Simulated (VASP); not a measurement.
Crystal: KCaCl3.

```
K Ca Cl
1.0
     5.39352    0.00000    0.00000
     0.00000    5.39352    0.00000
     0.00000    0.00000    5.39352
K Ca Cl
1 1 3
Cartesian
  0.0000 0.0000 0.0000
  2.6968 2.6968 2.6968
  0.0000 2.6968 2.6968
  2.6968 0.0000 2.6968
  2.6968 2.6968 0.0000
```

```yaml
Program: VASP 6.6.1
Task: relaxation of cell and atoms
Functional: PBEsol
Potentials_or_basis: VASP PAW PBE potentials, release 64 (K_sv, Ca_sv, Cl)
Cutoff: 600 eV
k_mesh: 3 × 3 × 3
Occupations: gaussian, width 0.01 eV
Spin: no spin polarisation
```

At the start: pressure -1.1 GPa; volume 31.38 Å³/atom.

Q: Where does the relaxation end?

A: Over 3 steps the energy falls by 4.8 meV/atom and the volume is 30.04 Å³/atom (-4.3 %); space group Pm-3m (No. 221, to 0.1 Å) before and after.

The path:
```csv
step,energy change (eV),largest force (eV/Å),pressure (GPa),volume (Å³)
1,0.0000,0.0000,-1.07,156.90
2,-0.0215,0.0000,-0.36,152.18
3,-0.0239,0.0000,-0.02,150.19
```

Final structure:
```xyz
5
Lattice="5.3155 0.0000 0.0000 0.0000 5.3155 0.0000 0.0000 0.0000 5.3155" Properties=species:S:1:pos:R:3 pbc="T T T"
K     0.0000    0.0000    0.0000
Ca    2.6578    2.6578    2.6578
Cl    0.0000    2.6578    2.6578
Cl    2.6578    0.0000    2.6578
Cl    2.6578    2.6578    0.0000
```

Caveat: the PAW data sets were made with another functional, which shifts forces and pressure a little.
